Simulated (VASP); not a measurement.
A run of VASP 6.6.1 is set up as follows.

INCAR

```
SYSTEM = Fe
  PREC = Accurate
  ENCUT = 690
  EDIFF = 1E-6
  ISMEAR = -1
  SIGMA = 0.1
  LREAL = .False.
  LASPH = .True.
  NELM = 120
  ALGO = Normal
  ISIF = 2
  LWAVE = .False.
  LCHARG = .False.
  GGA = PE
  NBANDS = 23
  GGA_COMPAT = .False.
```

The input KPOINTS:

```
regular mesh
0
Gamma
  11 11 11
  0 0 0
```

File POSCAR:

```
Fe
1.0
    0.0000000000      2.4377993968      2.4377993968
    2.4377993968      0.0000000000      2.4377993968
    2.4377993968      2.4377993968      0.0000000000
Fe
2
Direct
    0.1250000000      0.1250000000      0.1250000000
    0.8750000000      0.8750000000      0.8750000000
```

Potentials or basis: VASP PAW PBE potentials, release 64 (Fe_sv).

Run with:

```console
$ cat potpaw_PBE.64/Fe_sv/POTCAR > POTCAR
$ mpirun -np 1 vasp_std > vasp.out
```

Q: Predict the band gap on the k mesh.

A: Zero (bands 16 and 17 overlap by 0.66 eV).

Q: What does it give for the pressure?

A: -1.2 GPa.

Caveat: the run has no spin polarisation, though such a crystal can be magnetic. Spin polarisation is off, so any magnetic state and its effect on volume and gap are missing.
